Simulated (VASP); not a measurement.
# CuI2 (P4/mmm) in VASP: a series of runs, part 2 of 2

VASP 6.6.1. The steps go on from the part before.

## (4) Single point, PBE

This run uses another cell than the first one, of 38.51 Å³/atom, 0.940 times its volume.

INCAR

```
ALGO = Normal ; EDIFF = 1E-6
ENCUT = 520 ; GGA = PE
ISIF = 2 ; ISMEAR = -1
LASPH = True ; LCHARG = False
LREAL = False ; LWAVE = False
NBANDS = 20 ; NELM = 80
PREC = Accurate ; SIGMA = 0.05
```

KPOINTS

```
k-points
0
Gamma
  5 5 6
```

POSCAR

```
CuI2
1.0
    5.0942239264      0.0000000000      0.0000000000
    0.0000000000      5.0942239264      0.0000000000
    0.0000000000      0.0000000000      4.4514058076
I Cu
2 1
Direct
    0.5000000000      0.0000000000      0.0000000000
    0.0000000000      0.5000000000      0.0000000000
    0.0000000000      0.0000000000      0.0000000000
```

The run is started by

```bash
$ cat potpaw_PBE.64/I/POTCAR potpaw_PBE.64/Cu/POTCAR > POTCAR
$ mpirun -np 1 vasp_std > vasp.out
```

It took 36 s on 1 thread of Intel Xeon 6975P-C (Granite Rapids), shared host; peak memory 0.24 GiB.

It converged, with:

| Quantity | Value |
| --- | --- |
| Free energy | -6.4140 eV |
| Pressure | 2.8 GPa |

Stress tensor (GPa, compression positive):
```
3.83 0.00 0.00
0.00 3.83 0.00
0.00 0.00 0.71
```

Levels at points of the mesh, in eV from the Fermi level:
```
           k point  band 9  band 10  band 11  band 12  band 13  band 14  band 15  band 16  band 17  band 18
(0.00, 0.00, 0.00)   -2.07    -1.95    -0.58    -0.58    -0.51     0.83     4.37     6.24     6.89     8.17
(0.00, 0.00, 0.50)   -2.20    -1.96    -1.39    -0.48    -0.48     1.35     5.62     6.26     6.26     6.36
```

Caveat: spin-orbit coupling is left out, which moves the levels of the heavy elements; this functional lacks dispersion, which binds the layers, so the pressure and a relaxed spacing across them are unreliable; an odd number of electrons without spin polarisation forces a metal; a magnetic or distorted state may lie lower; semilocal functionals often make such compounds metallic where correlation or magnetic order opens a gap, which also shifts bond lengths.

## (5) Single point, PBE

This run uses another cell than the first one, of 39.33 Å³/atom, 0.960 times its volume.

INCAR

```
SYSTEM = CuI2
PREC = Accurate ; ENCUT = 520
EDIFF = 1E-7 ; ISMEAR = -1
SIGMA = 0.05 ; LREAL = .FALSE.
LASPH = .TRUE. ; NELM = 80
ALGO = Normal ; ISIF = 2
LWAVE = .FALSE. ; LCHARG = .FALSE.
GGA = PE ; NBANDS = 20
```

KPOINTS

```
regular mesh
0
G
  5 5 6
  0 0 0
```

POSCAR

```
CuI2
1.0
    5.1300999248      0.0000000000      0.0000000000
    0.0000000000      5.1300999248      0.0000000000
    0.0000000000      0.0000000000      4.4827547687
I Cu
2 1
Direct
    0.5000000000      0.0000000000      0.0000000000
    0.0000000000      0.5000000000      0.0000000000
    0.0000000000      0.0000000000      0.0000000000
```

The run is started by

```bash
$ cat potpaw_PBE.64/I/POTCAR potpaw_PBE.64/Cu/POTCAR > POTCAR
$ mpirun -np 1 vasp_std > vasp.out
```

It took 39 s on 1 thread of Intel Xeon 6975P-C (Granite Rapids), shared host; peak memory 0.25 GiB.

The run converged. Its results:

```
Free energy : -6.4508 eV
Pressure    : 2.1 GPa
```

Stress tensor (GPa, compression positive):
```
2.77 0.00 0.00
0.00 2.77 0.00
0.00 0.00 0.64
```

Levels at points of the mesh, in eV from the Fermi level:
| k point | band 10 | band 11 | band 12 | band 13 | band 14 | band 15 | band 16 | band 17 |
| --- | --- | --- | --- | --- | --- | --- | --- | --- |
| (0.00, 0.00, 0.00) | -1.88 | -0.56 | -0.56 | -0.49 | 0.83 | 4.42 | 6.28 | 6.91 |
| (0.00, 0.00, 0.50) | -1.89 | -1.33 | -0.47 | -0.47 | 1.34 | 5.63 | 6.31 | 6.31 |

Caveat: spin-orbit coupling is left out, which moves the levels of the heavy elements; this functional lacks dispersion, which binds the layers, so the pressure and a relaxed spacing across them are unreliable; an odd number of electrons without spin polarisation forces a metal; a magnetic or distorted state may lie lower; semilocal functionals often make such compounds metallic where correlation or magnetic order opens a gap, which also shifts bond lengths.

## (6) Single point, PBE

This run uses another cell than the first one, of 40.14 Å³/atom, 0.980 times its volume.

INCAR

```
PREC = Accurate
ENCUT = 520
EDIFF = 1E-7
ISMEAR = -1
SIGMA = 0.05
LREAL = False
LASPH = True
NELM = 60
ALGO = Normal
ISIF = 2
LWAVE = False
LCHARG = False
GGA = PE
NBANDS = 20
```

KPOINTS

```
regular mesh
0
Gamma
  5 5 6
```

POSCAR

```
CuI2
1.0
    5.1654810423      0.0000000000      0.0000000000
    0.0000000000      5.1654810423      0.0000000000
    0.0000000000      0.0000000000      4.5136712958
I Cu
2 1
Direct
    0.5000000000      0.0000000000      0.0000000000
    0.0000000000      0.5000000000      0.0000000000
    0.0000000000      0.0000000000      0.0000000000
```

Potentials or basis: VASP PAW PBE potentials, release 64 (I, Cu).

The run is started by

```bash
$ cat potpaw_PBE.64/I/POTCAR potpaw_PBE.64/Cu/POTCAR > POTCAR
$ mpirun -np 1 vasp_std > vasp.out
```

Run time: 37 s. Hardware: 1 thread of Intel Xeon 6975P-C (Granite Rapids), shared host; peak memory 0.25 GiB.

Results (log left out):

| Quantity | Value |
| --- | --- |
| Free energy | -6.4771 eV |
| Pressure | 1.4 GPa |

Stress tensor (GPa, compression positive):
```
1.79 0.00 0.00
0.00 1.79 0.00
0.00 0.00 0.53
```

Levels at points of the mesh, in eV from the Fermi level:
| k point | band 11 | band 12 | band 13 | band 14 | band 15 | band 16 |
| --- | --- | --- | --- | --- | --- | --- |
| (0.00, 0.00, 0.00) | -0.54 | -0.54 | -0.47 | 0.83 | 4.46 | 6.32 |
| (0.00, 0.00, 0.50) | -1.28 | -0.46 | -0.46 | 1.33 | 5.64 | 6.36 |

Caveat: spin-orbit coupling is left out, which moves the levels of the heavy elements; this functional lacks dispersion, which binds the layers, so the pressure and a relaxed spacing across them are unreliable; an odd number of electrons without spin polarisation forces a metal; a magnetic or distorted state may lie lower; semilocal functionals often make such compounds metallic where correlation or magnetic order opens a gap, which also shifts bond lengths.

## (7) The runs side by side

```tsv
level	cell	k mesh	gap on the mesh (eV)	pressure (GPa)
r2SCAN	a = 5.200, b = 5.200, c = 4.544 Å, 3 atoms	5 × 5 × 5	none	0.3
PBE	a = 5.094, b = 5.094, c = 4.451 Å, 3 atoms	5 × 5 × 6	none	2.8
PBE	a = 5.130, b = 5.130, c = 4.483 Å, 3 atoms	5 × 5 × 6	none	2.1
PBE	a = 5.165, b = 5.165, c = 4.514 Å, 3 atoms	5 × 5 × 6	none	1.4
```

Alike in all rows: task single point; potentials or basis VASP PAW PBE potentials, release 64 (I, Cu); no spin polarisation; cutoff (eV) 520; smearing fermi-dirac 0.05 eV.

Caveats: spin-orbit coupling is left out, which moves the levels of the heavy elements; an odd number of electrons without spin polarisation forces a metal; a magnetic or distorted state may lie lower; semilocal functionals often make such compounds metallic where correlation or magnetic order opens a gap, which also shifts bond lengths; this functional lacks dispersion, which binds the layers, so the pressure and a relaxed spacing across them are unreliable (some runs); the PAW data sets were made with another functional, which shifts forces and pressure a little (some runs).

Total energies depend on the potentials used, so only differences within one code and one set of settings carry meaning.
